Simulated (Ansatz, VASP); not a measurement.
## ZnS: VASP beside Ansatz

```xyz
4
Lattice="3.8456 0.0000 0.0000 -1.9228 3.3304 0.0000 0.0000 0.0000 6.3037" Properties=species:S:1:pos:R:3 pbc="T T T"
Zn   -0.1307    2.2855    0.0328
Zn    2.0535    1.0448    3.1846
S     0.1056    2.1675    2.3942
S     1.8172    1.1629    5.5460
```

Change from the starting cell: mode 4 frozen in at -0.131 Å and mode 5 at +0.065 Å (largest displacements).

Alike in both runs: task single point; functional PBE; k mesh 9 × 9 × 4; occupations gaussian, width 0.05 eV; no spin polarisation.

```csv
,VASP,Ansatz
version,VASP 6.6.1,Ansatz 0.2.0
potentials or method,"VASP PAW PBE potentials, release 64 (Zn, S), cutoff 520 eV","scalar-relativistic, plane waves, PAW"
valence electrons in the cell,36,36
```

|  | VASP | Ansatz | Ansatz less VASP |
| --- | --- | --- | --- |
| gap on the k mesh at the Fermi level (eV) | 2.03 | 2.03 | -0.002 |
| least direct gap on the mesh (eV) | 2.03 | 2.03 | -0.002 |
| pressure (GPa) | 0.0 | -0.2 | -0.15 |
| traceless stress, the component that is largest in VASP (GPa) | -0.22 | -0.21 | +0.009 |
| rms of the force components (eV/Å) | 0.079 | 0.080 | +0.0006 |

Atom by atom the forces differ by 0.001 eV/Å (rms over components).
